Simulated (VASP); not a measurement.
# Ti2Ga (P6_3/mmc) in VASP: further runs, part 2 of 2

VASP 6.6.1. Earlier steps stand in the parts before.

### Step 3. Single point, LDA

File INCAR:

```
PREC     = Accurate       # precision mode
ENCUT    = 520            # plane-wave cutoff, eV
EDIFF    = 1E-6           # SCF threshold, eV
ISMEAR   = 1              # smearing method
SIGMA    = 0.05           # smearing width, eV
LREAL    = F              # projectors in reciprocal space
LASPH    = T              # aspherical terms in the spheres
NELM     = 80             # most SCF steps
ALGO     = Normal         # electronic algorithm
ISIF     = 2              # what is computed and relaxed
LWAVE    = F              # write WAVECAR
LCHARG   = F              # write CHGCAR
GGA      = CA             # functional
NBANDS   = 46             # bands
```

File KPOINTS:

```
regular mesh
0
Gamma
  6 6 4
```

File POSCAR:

```
Ti2Ga
1.0
    4.5100000000      0.0000000000      0.0000000000
   -2.2550000000      3.9057700000      0.0000000000
    0.0000000000      0.0000000000      5.5000000000
Ti Ga
4 2
Direct
    0.3333333333      0.6666666667      0.7500000000
    0.6666666667      0.3333333333      0.2500000000
    0.0000000000      0.0000000000      0.0000000000
    0.0000000000      0.0000000000      0.5000000000
    0.3333333333      0.6666666667      0.2500000000
    0.6666666667      0.3333333333      0.7500000000
```

Potentials or basis: VASP PAW LDA potentials, release 64 (Ti_sv, Ga_d).

On the command line:

```sh
$ cat potpaw_LDA.64/Ti_sv/POTCAR potpaw_LDA.64/Ga_d/POTCAR > POTCAR
$ mpirun -np 1 vasp_std > vasp.out
```

OUTCAR:

```text
PREC = Accurate
   ENCUT = 520
   EDIFF = 1E-6
   ISMEAR = 1
   LREAL = F
   LASPH = T
   NELM = 80
   ISIF = 2
   GGA = CA

 ion  position               nearest neighbor table
   1  0.333  0.667  0.750-   6 2.60   6 2.60   6 2.60   5 2.75   5 2.75
   2  0.667  0.333  0.250-   5 2.60   5 2.60   5 2.60   6 2.75   6 2.75
   3  0.000  0.000  0.000-   4 2.75   4 2.75
   4  0.000  0.000  0.500-   3 2.75   3 2.75
   5  0.333  0.667  0.250-   2 2.60   2 2.60   2 2.60   1 2.75   1 2.75
   6  0.667  0.333  0.750-   1 2.60   1 2.60   1 2.60   2 2.75   2 2.75

  LATTYP: Found a hexagonal cell.
 ALAT       =     4.5100000000
 C/A-ratio  =     1.2195121951

  Lattice vectors:

 A1 = (   4.5100000000,   0.0000000000,   0.0000000000)
 A2 = (  -2.2550000000,   3.9057700000,   0.0000000000)
 A3 = (   0.0000000000,   0.0000000000,   5.5000000000)

Analysis of symmetry for initial positions (statically):
=====================================================================
 Subroutine PRICEL returns:
 Original cell was already a primitive cell.

 Routine SETGRP: Setting up the symmetry group for a
 hexagonal supercell.

 Subroutine GETGRP returns: Found 24 space group operations
 (whereof 12 operations were pure point group operations)
 out of a pool of 24 trial point group operations.

The static configuration has the point symmetry D_3d.
 The point group associated with its full space group is D_6h.

Analysis of symmetry for dynamics (positions and initial velocities):
=====================================================================
 Subroutine PRICEL returns:
 Original cell was already a primitive cell.

 Routine SETGRP: Setting up the symmetry group for a
 hexagonal supercell.

 Subroutine GETGRP returns: Found 24 space group operations
 (whereof 12 operations were pure point group operations)
 out of a pool of 24 trial point group operations.

The dynamic configuration has the point symmetry D_3d.
 The point group associated with its full space group is D_6h.

 Subroutine INISYM returns: Found 24 space group operations
 (whereof 12 operations are pure point group operations),
 and found     1 'primitive' translations

----------------------------------------------------------------------------------------

                                     Primitive cell

  volume of cell :      96.8826

  direct lattice vectors                    reciprocal lattice vectors
     4.510000000  0.000000000  0.000000000     0.221729490  0.128015731  0.000000000
    -2.255000000  3.905770000  0.000000000     0.000000000  0.256031461  0.000000000
     0.000000000  0.000000000  5.500000000     0.000000000  0.000000000  0.181818182

  length of vectors
     4.510000000  4.509996041  5.500000000     0.256031236  0.256031461  0.181818182

  position of ions in fractional coordinates (direct lattice)
     0.333333333  0.666666667  0.750000000
     0.666666667  0.333333333  0.250000000
     0.000000000  0.000000000  0.000000000
     0.000000000  0.000000000  0.500000000
     0.333333333  0.666666667  0.250000000
     0.666666667  0.333333333  0.750000000

  ion indices of the primitive-cell ions
   primitive index   ion index
                 1           1
                 2           2
                 3           3
                 4           4
                 5           5
                 6           6

[... 31 lines left out ...]
  0.500000  0.000000  0.000000      3.000000
  0.166667  0.166667  0.000000      6.000000
  0.333333  0.166667  0.000000     12.000000
[... 13 lines left out ...]
  0.333333  0.166667  0.500000     12.000000
  0.333333  0.333333  0.500000      2.000000
   k-points           NKPTS =     21   k-points in BZ     NKDIM =     21   number of bands    NBANDS=     46
   number of dos      NEDOS =    301   number of ions     NIONS =      6
   total plane-waves  NPLWV =  54432
   dimension x,y,z NGX =    36 NGY =   36 NGZ =   42
   dimension x,y,z NGXF=    72 NGYF=   72 NGZF=   84
   ions per type =               4   2
   NGX,Y,Z   is equivalent  to a cutoff of  13.27, 13.27, 12.70 a.u.
   NGXF,Y,Z  is equivalent  to a cutoff of  26.54, 26.54, 25.39 a.u.
 SYSTEM =  unknown system
   PREC   = accura    normal or accurate (medium, high low for compatibility)
   ISTART =      0    job   : 0-new  1-cont  2-samecut
   ICHARG =      2    charge: 1-file 2-atom 10-const
   ISPIN  =      1    spin polarized calculation?
   LNONCOLLINEAR =      F non collinear calculations
   LSORBIT =      F    spin-orbit coupling
   LASPH  =      T    aspherical Exc in radial PAW
   ENCUT  =  520.0 eV  38.22 Ry    6.18 a.u.   8.39  8.39 10.23*2*pi/ulx,y,z
   NELM   =     80;   NELMIN=  2; NELMDL= -5     # of ELM steps
   EDIFF  = 0.1E-05   stopping-criterion for ELM
   LREAL  =      F    real-space projection
   EDIFFG = 0.1E-04   stopping-criterion for IOM
   NSW    =      0    number of steps for IOM
   IBRION =     -1    ionic relax: 0-MD 1-quasi-New 2-CG
   NFREE  =      0    steps in history (QN), initial steepest desc. (CG)
   ISIF   =      2    stress and relaxation
   ISYM   =      2    0-nonsym 1-usesym 2-fastsym
   POTIM  = 0.5000    time-step for ionic-motion
   TEBEG  =    0.0;   TEEND  =   0.0 temperature during run
   PSTRESS=    0.0 pullay stress
   NELECT =      74.0000    total number of electrons
   NUPDOWN=      -1.0000    fix difference up-down
   EMIN   =  10.00;   EMAX   =-10.00  energy-range for DOS
   EFERMI =   0.00;   METHOD = LEGACY
   ISMEAR =     1;   SIGMA  =   0.05  broadening in eV -4-tet -1-fermi 0-gaus
   EFERMI_NEDOS =   21; number of points for ismear=-14 and -15
   IALGO  =     38    algorithm
   IMIX   =      4    mixing-type and parameters
     AMIX     =   0.40;   BMIX     =  1.00
     AMIX_MAG =   1.60;   BMIX_MAG =  1.00
  volume/ion in A,a.u.               =      16.15       108.97
  Fermi-wavevector in a.u.,A,eV,Ry     =   1.496477  2.827932 30.469486  2.239444
  Thomas-Fermi vector in A             =   2.608489
   LORBIT       =      0    0 simple, 1 ext, 2 COOP (PROOUT), +10 PAW based schemes
   GGA     = CA    functional components
   LHFCALC =     F    Hartree Fock is set to
   AEXX    =    0.0000 exact exchange contribution
   IVDW    =     0    specifies the selected vdW correction
   LEPSILON=     F    determine dielectric tensor
   LRPA    =     F    only Hartree local field effects (RPA)
 non-spin polarized calculation
 Methfessel and Paxton  Order N= 1 SIGMA  =   0.05
  energy-cutoff  :      520.00
  volume of cell :       96.88
 maximum number of plane-waves:      2648
 NGX is ok and might be reduce to    36
   NGX = 17   NGY = 17   NGZ = 21

 number of electron      73.9999980 magnetization

 Free energy of the ion-electron system (eV)
  ---------------------------------------------------
  ext. energy  EPLUGINS =         0.00000000
  ---------------------------------------------------
  free energy    TOTEN  =       -44.02482323 eV

  energy without entropy =      -44.02333470  energy(sigma->0) =      -44.02432705

 E-fermi :   7.8376     XC(G=0): -12.1456

 val. band max:        7.8266291343   @ k =   0.3333   0.0000   0.2500
 cond. band min:       7.8409705266   @ k =   0.3333   0.3333   0.5000
 fundamental gap:      0.0143413923
 Fermi energy:         7.8375780658

 k-point     1 :       0.0000    0.0000    0.0000
  band No.  band energies     occupation
      1     -48.1064      2.00000
      2     -48.0665      2.00000
      3     -47.9826      2.00000
      4     -47.9377      2.00000
      5     -24.9288      2.00000
      6     -24.8466      2.00000
[... 1018 lines left out ...]
     45       9.9803      0.00000
     46       9.9803      0.00000

------------------------ aborting loop because EDIFF is reached ----------------------------------------

  FORCE on cell =-STRESS in cart. coord.  units (eV):
  Direction    XX          YY          ZZ          XY          YZ          ZX
  --------------------------------------------------------------------------------------
  -------------------------------------------------------------------------------------
  Total       -4.8270289     -4.8270176     -5.4545018      0.0000000      0.0000000      0.0000000
  in kB      -79.8260397    -79.8258528    -90.2027488      0.0000000      0.0000000      0.0000000
  external PRESSURE =     -83.2848804 kB  Pullay stress =       0.0000000 kB

 VOLUME and BASIS-vectors are now :
 -----------------------------------------------------------------------------
  energy-cutoff  :      520.00
  volume of cell :       96.88
      direct lattice vectors                 reciprocal lattice vectors
     4.510000000  0.000000000  0.000000000     0.221729490  0.128015731  0.000000000
    -2.255000000  3.905770000  0.000000000     0.000000000  0.256031461  0.000000000
     0.000000000  0.000000000  5.500000000     0.000000000  0.000000000  0.181818182

 POSITION                                       TOTAL-FORCE (eV/Angst)
 -----------------------------------------------------------------------------------
     -0.00000      2.60385      4.12500         0.000000     -0.000000      0.000000
      2.25500      1.30192      1.37500        -0.000000      0.000000      0.000000
      0.00000      0.00000      0.00000         0.000000      0.000000      0.000000
      0.00000      0.00000      2.75000         0.000000      0.000000      0.000000
     -0.00000      2.60385      1.37500        -0.000000     -0.000000     -0.000000
      2.25500      1.30192      4.12500         0.000000      0.000000     -0.000000
 -----------------------------------------------------------------------------------
    total drift:                               -0.000000      0.000000     -0.000000

  FREE ENERGIE OF THE ION-ELECTRON SYSTEM (eV)
  ---------------------------------------------------
  free  energy   TOTEN  =       -44.0248232320 eV

  energy  without entropy=      -44.0233346962  energy(sigma->0) =      -44.02432705
```

It took 60 s on 1 thread of AMD EPYC 9R45 (Zen 5), shared host; peak memory 0.19 GiB.

What came out:

```
Free energy            : -44.0248 eV
Pressure               : -8.3 GPa
Band gap on the k mesh : zero (band 37 reaches 8.17 eV, above the bottom of band 38 at 7.34 eV)
```

Levels at points of the mesh, in eV from the Fermi level:
```
           k point  band 35  band 36  band 37  band 38  band 39  band 40  band 41  band 42
(0.00, 0.00, 0.00)    -0.85    -0.85    -0.49    -0.49     1.44     1.44     1.77     2.47
(0.50, 0.00, 0.00)    -0.99    -0.29    -0.06     0.11     0.66     0.85     1.01     1.03
(0.00, 0.00, 0.50)    -0.35    -0.35    -0.35    -0.35     1.26     1.26     2.25     2.25
(0.50, 0.00, 0.50)    -0.18    -0.18    -0.08    -0.08     0.70     0.70     1.22     1.22
```

### Step 4. Single point, LDA

File INCAR:

```
SYSTEM = Ti2Ga
PREC = Accurate ; ENCUT = 520
EDIFF = 1E-7 ; ISMEAR = 1
SIGMA = 0.05 ; LREAL = .False.
LASPH = .True. ; NELM = 80
ALGO = Normal ; ISIF = 2
LWAVE = .False. ; LCHARG = .True.
GGA = CA ; LELF = .True.
LVHAR = .True. ; NBANDS = 46
```

File KPOINTS:

```
Automatic mesh
0
Gamma
  7 7 5
  0 0 0
```

POSCAR is that of step 3.

On the command line:

```sh
$ cat potpaw_LDA.64/Ti_sv/POTCAR potpaw_LDA.64/Ga_d/POTCAR > POTCAR
$ mpirun -np 1 vasp_std > vasp.out
```

It took 75 s on 1 thread of AMD EPYC 9R45 (Zen 5), shared host; peak memory 0.2 GiB.

The run converged. Its results:

| Property | Result |
| --- | --- |
| Free energy | -44.0056 eV |
| Pressure | -8.3 GPa |
| Band gap on the k mesh | zero (band 37 reaches 8.08 eV, above the bottom of band 38 at 7.35 eV) |

Stress tensor (GPa, compression positive):
```
-7.70  0.00  0.00
 0.00 -7.70  0.00
 0.00  0.00 -9.59
```

Levels at points of the mesh, in eV from the Fermi level:
```tsv
k point	band 34	band 35	band 36	band 37	band 38	band 39	band 40	band 41
(0.00, 0.00, 0.00)	-1.09	-0.90	-0.90	-0.54	-0.54	1.38	1.38	1.71
```

### Step 5. Overview

```csv
k mesh,gap on the mesh (eV),pressure (GPa)
5 × 5 × 4,none,-8.4
6 × 6 × 4,none,-8.3
7 × 7 × 5,none,-8.3
```

Alike in all rows: task single point; level LDA; potentials or basis VASP PAW LDA potentials, release 64 (Ti_sv, Ga_d); no spin polarisation; cell as given; cutoff (eV) 520; smearing methfessel-paxton 0.05 eV.

Every run on the cell as given and a fine mesh finds a metal.

Total energies depend on the potentials used, so only differences within one code and one set of settings carry meaning.
